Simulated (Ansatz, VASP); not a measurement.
## Pb: VASP beside Ansatz

```xyz
1
Lattice="0.0000 2.2459 2.2459 2.2459 0.0000 2.2459 2.2459 2.2459 0.0000" Properties=species:S:1:pos:R:3 pbc="T T T"
Pb    0.0000    0.0000    0.0000
```

Change from the starting cell: volume scaled by 0.78, LAPW.

Alike in both runs: task single point; functional LDA; k mesh 15 × 15 × 15; occupations fermi-dirac, width 0.05 eV; no spin polarisation.

|  | VASP | Ansatz |
| --- | --- | --- |
| version | VASP 6.6.1 | Ansatz 0.2.0 |
| potentials or method | VASP PAW LDA potentials, release 64 (Pb_d), cutoff 520 eV | all-electron LAPW, scalar-relativistic |

Ansatz gave:

* pressure (GPa): 23.9

Task: What did VASP give for the same quantities?

Result: Pressure (GPa): 24.2.

LDA's correlation is that of Perdew and Zunger in VASP and of Perdew and Wang (1992) in Ansatz. Ansatz ran all-electron here, and VASP with PAW potentials.

Neither program's run includes spin-orbit coupling.
